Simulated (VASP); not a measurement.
Set up this calculation in VASP 6.6.1, as the native input.

```yaml
Task: single point
Functional: PBEsol
Potentials_or_basis: VASP PAW PBE potentials, release 64 (Y_sv)
Cutoff: 520 eV
k_mesh: 14 × 14 × 8
Occupations: fermi-dirac, width 0.05 eV
Spin: no spin polarisation
Dipole_correction: no
Further_INCAR_settings: ALGO = Normal; EDIFF = 1e-06; NBANDS = 18
```

The structure of Y lies in POSCAR:

```
Y
1.0
    3.1083836179      0.0000000000      0.0000000000
   -1.5541918090      2.6919391778      0.0000000000
    0.0000000000      0.0000000000      5.0539033728
Y
2
Direct
    0.3333333333      0.6666666667      0.2500000000
    0.6666666667      0.3333333333      0.7500000000
```

These files were run (other wordings do the same):

INCAR

```
SYSTEM = Y
PREC     = Accurate       ! precision mode
ENCUT    = 520            ! plane-wave cutoff, eV
EDIFF    = 1E-6           ! SCF threshold, eV
ISMEAR   = -1             ! smearing method
SIGMA    = 0.05           ! smearing width, eV
LREAL    = .False.        ! projectors in reciprocal space
LASPH    = .True.         ! aspherical terms in the spheres
NELM     = 100            ! most SCF steps
ALGO     = Normal         ! electronic algorithm
ISIF     = 2              ! what is computed and relaxed
LWAVE    = .False.        ! write WAVECAR
LCHARG   = .False.        ! write CHGCAR
GGA      = PS             ! functional
NBANDS   = 18             ! bands
```

KPOINTS

```
regular mesh
0
Gamma
  14 14 8
  0 0 0
```

Potentials or basis: VASP PAW PBE potentials, release 64 (Y_sv).

Launch:

```sh
$ cat potpaw_PBE.64/Y_sv/POTCAR > POTCAR
$ mpirun -np 1 vasp_std > vasp.out
```

Results of the run:

```json
{
 "Pressure": "28.6 GPa",
 "Band gap on the k mesh": "zero (bands 11 and 12 overlap by 2.57 eV)"
}
```

Caveat: the cell stands under pressure; the PAW data sets were made with another functional, which shifts forces and pressure a little.

Run time: 36 s on 1 thread of AMD EPYC 9R45 96-Core Processor (Zen 5), with other jobs on the host, peak memory 0.2 GiB.
